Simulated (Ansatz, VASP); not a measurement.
PbSe: VASP beside Ansatz

```
Pb Se
1.0
     0.00000    3.05146    3.05146
     3.05146    0.00000    3.05146
     3.05146    3.05146    0.00000
Pb Se
1 1
Cartesian
  0.0000 0.0000 0.0000
  3.0515 3.0515 3.0515
```

Alike in both runs: functional PBEsol; k mesh 14 × 14 × 14; occupations fermi-dirac, width 0.08 eV; no spin polarisation.

Ansatz relaxed the structure, and its values are those at the end. VASP's run is a single point on that final structure, the one shown.

```csv
,VASP,Ansatz
version,VASP 6.6.1,Ansatz 0.2.0
potentials or method,"VASP PAW PBE potentials, release 64 (Pb_d, Se)","PAW with Ansatz's default frozen-core files, scalar-relativistic"
plane-wave cutoff (eV),520,420
valence electrons in the cell,20,30
```

```tsv
	VASP	Ansatz	Ansatz less VASP
pressure (GPa)	0.0	0.0	0.00
```

VASP's potentials were made for PBE, not for PBEsol. VASP's potentials hold 20 valence electrons a cell and Ansatz's 30, so a difference there can come from the potentials and not from the codes.

Spin-orbit coupling is off throughout.
